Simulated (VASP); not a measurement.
Write the native input for VASP 6.6.1 that does the following.

```
Task                   : single point
Functional             : LDA
Potentials or basis    : VASP PAW LDA potentials, release 64 (As)
Cutoff                 : 520 eV
k mesh                 : 13 × 13 × 13
Occupations            : fermi-dirac, width 0.05 eV
Spin                   : no spin polarisation
Dipole correction      : no
Further INCAR settings : ALGO = Normal; EDIFF = 1e-07; NBANDS = 12
```

The structure of As lies in POSCAR:

```
As
1.0
    1.8671333092      1.0779899187      3.4623748656
   -1.8671333092      1.0779899187      3.4623748656
    0.0000000000     -2.1559798374      3.4623748656
As
2
Direct
    0.2275400000      0.2275400000      0.2275400000
    0.7724600000      0.7724600000      0.7724600000
```

This cell differs from its parent crystal: volume scaled by 0.98.

One way to write it, as run:

INCAR

```
SYSTEM = As
PREC = Accurate ; ENCUT = 520
EDIFF = 1E-7 ; ISMEAR = -1
SIGMA = 0.05 ; LREAL = .FALSE.
LASPH = .TRUE. ; NELM = 100
ALGO = Normal ; ISIF = 2
LWAVE = .FALSE. ; LCHARG = .FALSE.
GGA = CA ; NBANDS = 12
```

KPOINTS

```
regular mesh
0
G
  13 13 13
  0 0 0
```

Potentials or basis: VASP PAW LDA potentials, release 64 (As).

Command:

```bash
$ cat potpaw_LDA.64/As/POTCAR > POTCAR
$ mpirun -np 1 vasp_std > vasp.out
```

Results of the run:

```
Pressure               : 0.5 GPa
Largest force          : 0.277 eV/Å
Band gap on the k mesh : zero (band 5 reaches 5.97 eV, above the bottom of band 6 at 5.62 eV)
```

Wall time 92 s on 1 thread of Intel(R) Xeon(R) Platinum 8259CL CPU @ 2.50GHz (Skylake/Cascade Lake) (shared host), peak memory 0.22 GiB.
